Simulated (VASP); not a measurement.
Input of a VASP 6.6.1 run:

File INCAR:

```
PREC = Accurate
ENCUT = 520
EDIFF = 1E-6
ISMEAR = -1
SIGMA = 0.05
LREAL = Auto
LASPH = True
NELM = 100
ALGO = Normal
ISIF = 2
LWAVE = False
LCHARG = False
GGA = PE
IVDW = 12
NBANDS = 72
```

KPOINTS

```
regular mesh
0
Gamma
  2 2 2
```

POSCAR

```
Al32As
1.0
    8.1000000000      0.0000000000      0.0000000000
    0.0000000000      8.1000000000      0.0000000000
    0.0000000000      0.0000000000      8.1000000000
Al As
32 1
Direct
    0.4266172840      0.0164320988     -0.0342469136
    0.7195679012      0.1783950617      0.0092716049
    0.7662962963     -0.0282222222      0.3329382716
    0.0617901235      0.0848888889     -0.0126049383
    0.2899012346      0.3374320988     -0.0052098765
    0.5633950617      0.5005308642      0.0279135802
    0.6932839506      0.7701604938     -0.0733827160
    0.2735061728      0.0640617284      0.2563086420
    0.5056543210      0.2328395062      0.2578148148
    0.8032345679      0.5884074074      0.2479135802
    0.5176913580      0.0010000000      0.4747777778
    0.7220493827      0.2572345679      0.5133827160
    0.7048024691      0.0011975309      0.7288518519
   -0.0120864198      0.4026296296      0.0004691358
    0.2606296296      0.7014074074      0.0050987654
   -0.0663086420      0.2414938272      0.2846172840
    0.2244074074      0.5041358025      0.2688518519
    0.5236296296      0.7531728395      0.2293086420
    0.0459382716      0.0118888889      0.5139876543
    0.2162839506      0.2585432099      0.4646913580
    0.5492962963      0.5058888889      0.4533950617
    0.7286419753      0.7351358025      0.5706296296
    0.2407407407      0.0295555556      0.7047283951
    0.4863209877      0.2452716049      0.7468395062
    0.7015555556      0.4673950617      0.7379506173
    0.0701851852      0.7563703704      0.3172962963
   -0.0078641975      0.5292592593      0.4921975309
    0.3374074074      0.7573209877      0.4783580247
   -0.0151234568      0.2299629630      0.7279876543
    0.2421111111      0.4392716049      0.7130370370
    0.4590493827      0.7235432099      0.7600740741
    0.0447901235      0.7377777778      0.7066790123
   -0.0268024691      0.7355555556      0.0384814815
```

Potentials or basis: VASP PAW PBE potentials, release 64 (Al, As).

The run is started by

```bash
$ cat potpaw_PBE.64/Al/POTCAR potpaw_PBE.64/As/POTCAR > POTCAR
$ mpirun -np 1 vasp_std > vasp.out
```

Question: What does it give for the pressure?

Answer: 8.9 GPa.

Question: Estimate the dispersion energy per atom.

Answer: -0.351 eV.

Question: Predict the largest force.

Answer: 4.318 eV/Å.

Stress tensor (GPa, compression positive):
```
 9.44  1.86  1.72
 1.86  7.03  0.20
 1.72  0.20 10.30
```

Caveat: the k points lie up to 0.39 Å⁻¹ apart.
